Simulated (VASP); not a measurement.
Here is a VASP 6.6.1 calculation.

The input INCAR:

```
SYSTEM = TiB2N3
PREC = Accurate
ENCUT = 600
EDIFF = 1E-6
ISMEAR = 0
SIGMA = 0.1
LREAL = .FALSE.
LASPH = .TRUE.
NELM = 60
ALGO = Normal
ISIF = 3
LWAVE = .FALSE.
LCHARG = .FALSE.
GGA = PE
IBRION = 2
NSW = 90
EDIFFG = -0.04
```

Contents of KPOINTS:

```
Automatic mesh
0
G
  6 6 4
  0 0 0
```

Contents of POSCAR:

```
TiB2N3
1.0
    3.2274011381      0.0000000000      0.0000000000
    0.0000000000      3.2274011381      0.0000000000
    0.0000000000      0.0000000000      4.8255867120
Ti B N
1 2 3
Direct
    0.0000000000      0.0000000000      0.1129385973
    0.0000000000      0.0000000000      0.6494344014
    0.5000000000      0.5000000000      0.3217921167
    0.5000000000      0.0000000000      0.7584029285
    0.0000000000      0.5000000000      0.7584029285
    0.5000000000      0.5000000000      0.6401487376
```

Potentials or basis: VASP PAW PBE potentials, release 64 (Ti_sv, B, N).

Run with:

```sh
$ cat potpaw_PBE.64/Ti_sv/POTCAR potpaw_PBE.64/B/POTCAR potpaw_PBE.64/N/POTCAR > POTCAR
$ mpirun -np 1 vasp_std > vasp.out
```

Question: Estimate the relaxed volume.

Answer: 8.43 Å³/atom.

Question: Predict the relaxed cell.

Answer: a = 3.252 Å, b = 3.252 Å, c = 4.782 Å, α = 90.00°, β = 90.00°, γ = 90.00°.

Question: Estimate the space group after relaxing (to 0.05 Å).

Answer: P4mm (No. 99).

Forces in eV/Å, atoms in the order of the input:
```
Ti   0.000  0.000  0.032
B    0.000  0.000 -0.021
B    0.000  0.000 -0.016
N    0.000  0.000  0.014
N    0.000  0.000  0.014
N    0.000  0.000 -0.023
```
